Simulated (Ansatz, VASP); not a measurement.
This is a calculation of BiTe for Ansatz 0.2.0.

input.yaml

```yaml
crystal:
  lattice:
    - [2.3899644647, 1.3798466271, 3.2724581889]
    - [-2.3899644647, 1.3798466271, 3.2724581889]
    - [0.0, -2.7596932542, 3.2724581889]
  atoms:
    - { symbol: Bi, position: [0.5, 0.5, 0.5] }
    - { symbol: Te, position: [0.0, 0.0, 0.0] }
hamiltonian:
  xc: lda
  pseudopotentials: { kind: paw }
kpoints:
  mp_grid: { grid: [7, 7, 7] }
scf:
  occupations: { method: fermi_dirac, width: 0.05 }
output:
  forces: true
  stress: true
  eigenvalues: true
```

Potentials or basis: Ansatz PAW.

The run is started by

```bash
$ ansatz run input.yaml --threads 2 --pin off --max-ram 5632MiB --backend cpu --events-out ev --progress --plain --runs-dir out
```

Question: Translate it to VASP 6.6.1. Potentials there: VASP PAW LDA potentials, release 64 (Bi_d, Te).

Answer: As run (the cutoff follows the program's own potentials):

INCAR

```
SYSTEM = BiTe
  ALGO = Normal
  EDIFF = 1E-6
  ENCUT = 520
  GGA = CA
  ISIF = 2
  ISMEAR = -1
  LASPH = .True.
  LCHARG = .False.
  LREAL = .False.
  LWAVE = .False.
  NBANDS = 18
  NELM = 60
  PREC = Accurate
  SIGMA = 0.05
```

File KPOINTS:

```
k-points
0
Gamma
  7 7 7
  0 0 0
```

POSCAR

```
BiTe
1.0
    2.3899644647      1.3798466271      3.2724581889
   -2.3899644647      1.3798466271      3.2724581889
    0.0000000000     -2.7596932542      3.2724581889
Bi Te
1 1
Direct
    0.5000000000      0.5000000000      0.5000000000
    0.0000000000      0.0000000000      0.0000000000
```

Potentials or basis: VASP PAW LDA potentials, release 64 (Bi_d, Te).

Run with:

```console
$ cat potpaw_LDA.64/Bi_d/POTCAR potpaw_LDA.64/Te/POTCAR > POTCAR
$ mpirun -np 1 vasp_std > vasp.out
```

Both were run:

|  | VASP | Ansatz | Ansatz less VASP |
| --- | --- | --- | --- |
| gap on the k mesh at the Fermi level (eV) | none | none | - |
| pressure (GPa) | -1.5 | -1.5 | -0.04 |
| traceless stress, the component that is largest in VASP (GPa) | -0.07 | -0.04 | +0.031 |

LDA's correlation is that of Perdew and Zunger in VASP and of Perdew and Wang (1992) in Ansatz. A gap of «none» marks a metal or a gap that the smearing closes. VASP's potentials hold 21 valence electrons a cell and Ansatz's 31, so a difference there can come from the potentials and not from the codes.

Spin-orbit coupling is off throughout.
